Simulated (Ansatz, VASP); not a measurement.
**AlNi3: VASP beside Ansatz**

```
Al Ni
1.0
     0.00000    2.79841    2.79841
     2.79841    0.00000    2.79841
     2.79841    2.79841    0.00000
Al Ni
1 3
Direct
  0.49777 0.50223 0.50223
  0.25000 0.25000 0.25000
  0.00000 0.00000 0.00000
  0.75000 0.75000 0.75000
```

Change from the starting cell: all Al atoms moved +0.013 Å, as atom 1 along Cartesian [1 0 0].

Alike in both runs: task single point; functional PBEsol; k mesh 14 × 14 × 14; occupations gaussian, width 0.15 eV; no spin polarisation.

|  | VASP | Ansatz |
| --- | --- | --- |
| version | VASP 6.6.1 | Ansatz 0.2.0 |
| potentials or method | VASP PAW PBE potentials, release 64 (Al, Ni), cutoff 520 eV | scalar-relativistic, plane waves, PAW |
| valence electrons in the cell | 33 | 57 |

|  | VASP | Ansatz | Ansatz less VASP |
| --- | --- | --- | --- |
| gap on the k mesh at the Fermi level (eV) | none | none | - |
| pressure (GPa) | 0.1 | 0.1 | -0.07 |
| rms of the force components (eV/Å) | 0.039 | 0.039 | -0.0002 |

VASP's potentials were made for PBE, not for PBEsol. Atom by atom the forces differ by 0.000 eV/Å (rms over components). A gap of «none» marks a metal or a gap that the smearing closes. VASP's potentials hold 33 valence electrons a cell and Ansatz's 57, so a difference there can come from the potentials and not from the codes.
